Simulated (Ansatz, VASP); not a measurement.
## Two plane-wave programs on TiO2

The input POSCAR:

```
TiO2
1.0
    4.5453495500      0.0000000000      0.0000000000
    0.0000000000      5.5196194400      0.0000000000
    0.0000000000      0.0000000000      4.9091968600
Ti O
4 8
Direct
    0.5000000000      0.6729909300      0.7500000000
    0.0000000000      0.8270090700      0.2500000000
    0.5000000000      0.3270090700      0.2500000000
    0.0000000000      0.1729909300      0.7500000000
    0.7285493800      0.6182753600      0.0813509200
    0.2285493800      0.8817246400      0.9186490800
    0.7714506200      0.8817246400      0.5813509200
    0.2714506200      0.6182753600      0.4186490800
    0.7285493800      0.3817246400      0.5813509200
    0.2285493800      0.1182753600      0.4186490800
    0.7714506200      0.1182753600      0.0813509200
    0.2714506200      0.3817246400      0.9186490800
```

File INCAR.step1:

```
SYSTEM = TiO2
  PREC = Accurate
  ENCUT = 520
  ISMEAR = -1
  SIGMA = 0.02
  LREAL = .False.
  LASPH = .True.
  NELM = 100
  NBANDS = 60
  GGA = PE
  ALGO = Normal
  EDIFF = 1E-4
  LWAVE = .True.
  LCHARG = .False.
```

File INCAR.step2:

```
SYSTEM = TiO2
  PREC = Accurate
  ENCUT = 520
  EDIFF = 1E-8
  ISMEAR = -1
  SIGMA = 0.02
  LREAL = .False.
  LASPH = .True.
  NELM = 100
  ALGO = Normal
  ISIF = 2
  LWAVE = .False.
  LCHARG = .False.
  METAGGA = R2SCAN
  LMIXTAU = .True.
  LEFG = .True.
  NBANDS = 60
  ISTART = 1
```

File KPOINTS:

```
Automatic mesh
0
Gamma
  5 4 4
  0 0 0
```

Input for Ansatz:

```yaml
crystal:
  lattice:
    - [4.54534955, 0.0, 0.0]
    - [0.0, 5.51961944, 0.0]
    - [0.0, 0.0, 4.90919686]
  atoms:
    - { symbol: Ti, position: [0.5, 0.67299093, 0.75] }
    - { symbol: Ti, position: [0.0, 0.82700907, 0.25] }
    - { symbol: Ti, position: [0.5, 0.32700907, 0.25] }
    - { symbol: Ti, position: [0.0, 0.17299093, 0.75] }
    - { symbol: O, position: [0.72854938, 0.61827536, 0.08135092] }
    - { symbol: O, position: [0.22854938, 0.88172464, 0.91864908] }
    - { symbol: O, position: [0.77145062, 0.88172464, 0.58135092] }
    - { symbol: O, position: [0.27145062, 0.61827536, 0.41864908] }
    - { symbol: O, position: [0.72854938, 0.38172464, 0.58135092] }
    - { symbol: O, position: [0.22854938, 0.11827536, 0.41864908] }
    - { symbol: O, position: [0.77145062, 0.11827536, 0.08135092] }
    - { symbol: O, position: [0.27145062, 0.38172464, 0.91864908] }
kpoints:
  mp_grid: { grid: [5, 4, 4] }
scf:
  occupations: { method: fermi_dirac, width: 0.02 }
hamiltonian:
  xc: r2scan
  pseudopotentials: { kind: paw, frozen_core: stored }
output:
  forces: true
  stress: true
  populations: true
  efg: { quadrupole_moments_barn: { Ti: 0.247, O: -0.02558 } }
  write_density: true
  write_potential: true
  elf: true
  volumetric_format: npy
```

Alike in both runs: task electric field gradients; functional r2SCAN; k mesh 5 × 4 × 4; occupations fermi-dirac, width 0.02 eV; no spin polarisation.

|  | VASP | Ansatz |
| --- | --- | --- |
| version | VASP 6.6.1 | Ansatz 0.2.0 |
| potentials or method | VASP PAW PBE potentials, release 64 (Ti_sv, O) | plane-wave PAW, scalar-relativistic |
| plane-wave cutoff (eV) | 520 | 500 |
| valence electrons in the cell | 96 | 96 |

|  | VASP | Ansatz | Ansatz less VASP |
| --- | --- | --- | --- |
| gap on the k mesh at the Fermi level (eV) | 3.01 | 2.99 | -0.017 |
| pressure (GPa) | 0.1 | -1.3 | -1.35 |
| traceless stress, the component that is largest in VASP (GPa) | -0.13 | 0.10 | +0.232 |
| rms of the force components (eV/Å) | 0.004 | 0.042 | +0.0383 |
| size of Vzz on the site where it differs most (V/Å²) | 28.8 | 30.9 | +2.09 |

VASP's potentials were made for PBE, not for r2SCAN. Atom by atom the forces differ by 0.044 eV/Å (rms over components). With one functional, cell and mesh, what is left measures potentials, basis and numerics.
